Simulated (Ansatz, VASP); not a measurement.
# Te in VASP and in Ansatz

```xyz
3
Lattice="4.2966 0.0000 0.0000 -2.1483 3.7210 0.0000 0.0000 0.0000 5.9041" Properties=species:S:1:pos:R:3 pbc="T T T"
Te   -0.9215    3.7210    1.9680
Te    3.6832    1.0625    3.9361
Te    1.5349    2.6585    5.9041
```

Alike in both runs: task single point; functional LDA; k mesh 5 × 5 × 4; occupations fermi-dirac, width 0.05 eV; no spin polarisation.

|  | VASP | Ansatz |
| --- | --- | --- |
| version | VASP 6.6.1 | Ansatz 0.2.0 |
| potentials or method | VASP PAW LDA potentials, release 64 (Te), cutoff 520 eV | plane waves (420 eV) with PAW, scalar-relativistic |
| valence electrons in the cell | 18 | 48 |

|  | VASP | Ansatz | Ansatz less VASP |
| --- | --- | --- | --- |
| pressure (GPa) | 0.1 | -0.1 | -0.13 |
| traceless stress, the component that is largest in VASP (GPa) | 0.20 | 0.14 | -0.061 |

Ansatz warns that its potentials were made for another functional, while VASP's fit it. LDA's correlation is that of Perdew and Zunger in VASP and of Perdew and Wang (1992) in Ansatz. VASP's potentials hold 18 valence electrons a cell and Ansatz's 48, so a difference there can come from the potentials and not from the codes.

Neither program's run includes spin-orbit coupling.
